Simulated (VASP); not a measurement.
Wanted: the native input for a VASP 6.6.1 run.

```yaml
Task: single point
Functional: PBE
Potentials_or_basis: VASP PAW PBE potentials, release 64 (B, N)
Cutoff: 520 eV
k_mesh: 12 × 12 × 6
Occupations: gaussian, width 0.01 eV
Spin: no spin polarisation
Dipole_correction: no
Further_INCAR_settings: ALGO = Normal; EDIFF = 1e-06; NBANDS = 16
```

The structure of BN lies in POSCAR:

```
BN
1.0
    2.4302081515      0.0000000000      0.0000000000
   -1.2151040758      2.1046219919      0.0000000000
    0.0000000000      0.0000000000      4.0238343960
B N
2 2
Direct
    0.6666666667      0.3333333333      0.0000000000
    0.3333333333      0.6666666667      0.5000000000
    0.6666666667      0.3333333333      0.3750000000
    0.3333333333      0.6666666667      0.8750000000
```

The input as run:

INCAR

```
SYSTEM = BN
ALGO     = Normal         ! electronic algorithm
EDIFF    = 1E-6           ! SCF threshold, eV
ENCUT    = 520            ! plane-wave cutoff, eV
GGA      = PE             ! functional
ISIF     = 2              ! what is computed and relaxed
ISMEAR   = 0              ! smearing method
LASPH    = .True.         ! aspherical terms in the spheres
LCHARG   = .False.        ! write CHGCAR
LREAL    = .False.        ! projectors in reciprocal space
LWAVE    = .False.        ! write WAVECAR
NBANDS   = 16             ! bands
NELM     = 100            ! most SCF steps
PREC     = Accurate       ! precision mode
SIGMA    = 0.01           ! smearing width, eV
```

KPOINTS

```
k-points
0
Gamma
  12 12 6
  0 0 0
```

Potentials or basis: VASP PAW PBE potentials, release 64 (B, N).

Launch:

```bash
$ cat potpaw_PBE.64/B/POTCAR potpaw_PBE.64/N/POTCAR > POTCAR
$ mpirun -np 1 vasp_std > vasp.out
```

It gave:

* Pressure: 73.1 GPa
* Largest force: 0.192 eV/Å
* Band gap on the k mesh: 4.95 eV, indirect (least direct gap 8.95 eV)

Wall time 20 s on 1 thread of Intel(R) Xeon(R) Platinum 8259CL CPU @ 2.50GHz (Skylake/Cascade Lake) (shared host), peak memory 0.13 GiB.
